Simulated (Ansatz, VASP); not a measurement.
ScIn3 in VASP and in Ansatz

```
Sc In
1.0
     4.54747    0.00000    0.00000
     0.00000    4.54747    0.00000
     0.00000    0.00000    4.54747
Sc In
1 3
Cartesian
  0.0000 0.0000 0.0000
  0.0000 2.2737 2.2737
  2.2737 0.0000 2.2737
  2.2737 2.2737 0.0000
```

Change from the starting cell: volume scaled by 1.06.

Alike in both runs: task single point; functional PBEsol; k mesh 8 × 8 × 8; occupations fermi-dirac, width 0.08 eV; no spin polarisation.

|  | VASP | Ansatz |
| --- | --- | --- |
| version | VASP 6.6.1 | Ansatz 0.2.0 |
| potentials or method | VASP PAW PBE potentials, release 64 (Sc_sv, In_d), cutoff 520 eV | all-electron LAPW, scalar-relativistic |

Ansatz gave:

```
pressure (GPa) : -3.5
```

Problem. Which values does VASP return?

Solution. Pressure (GPa): -3.6.

VASP's potentials were made for PBE, not for PBEsol. Ansatz ran all-electron here, and VASP with PAW potentials.
